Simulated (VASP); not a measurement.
Set up this calculation in VASP 6.6.1, as the native input.

```
Task                   : relaxation of cell and atoms
Functional             : LDA
Potentials or basis    : VASP PAW LDA potentials, release 64 (Cu, N)
Cutoff                 : 600 eV
k mesh                 : 6 × 6 × 6
Occupations            : fermi-dirac, width 0.02 eV
Spin                   : no spin polarisation
Dipole correction      : no
Further INCAR settings : ALGO = Normal; EDIFF = 1e-07; IBRION = 2; EDIFFG = -0.005; NSW = 80; ISIF = 3
```

The structure of Cu3N lies in POSCAR:

```
Cu3N
1.0
    3.8288425857      0.0000000000      0.0000000000
    0.0000000000      3.8288425857      0.0000000000
    0.0000000000      0.0000000000      3.8288425857
Cu N
3 1
Direct
    0.5000000000      0.0000000000      0.0000000000
    0.0000000000      0.5000000000      0.0000000000
    0.0000000000      0.0000000000      0.5000000000
    0.0000000000      0.0000000000      0.0000000000
```

These files were run (other wordings do the same):

INCAR

```
SYSTEM = Cu3N
ALGO = Normal ; EDIFF = 1E-7
EDIFFG = -0.005 ; ENCUT = 600
GGA_COMPAT = .FALSE. ; IBRION = 2
ISIF = 3 ; ISMEAR = -1
LASPH = .TRUE. ; LCHARG = .FALSE.
LREAL = .FALSE. ; LWAVE = .FALSE.
NELM = 120 ; NELMIN = 4
NSW = 80 ; PREC = Accurate
SIGMA = 0.02
```

KPOINTS

```
k-points
0
G
  6 6 6
  0 0 0
```

Potentials or basis: VASP PAW LDA potentials, release 64 (Cu, N).

The run is started by

```console
$ cat potpaw_LDA.64/Cu/POTCAR potpaw_LDA.64/N/POTCAR > POTCAR
$ mpirun -np 1 vasp_std > vasp.out
```

It gave:

The relaxed volume is 12.97 Å³/atom and the relaxed cell is a = 3.729 Å, b = 3.729 Å, c = 3.729 Å, α = 90.00°, β = 90.00°, γ = 90.00°. The space group after relaxing (to 0.05 Å) is Pm-3m (No. 221). The energy gained by relaxing is 34.4 meV/atom. The ionic steps are 3, the pressure after relaxing is 0.0 GPa and the band gap on the k mesh is zero (filled and empty bands overlap).

Wall time 31 s on 1 thread of Intel(R) Xeon(R) 6975P-C (Granite Rapids) (shared host), peak memory 0.17 GiB.
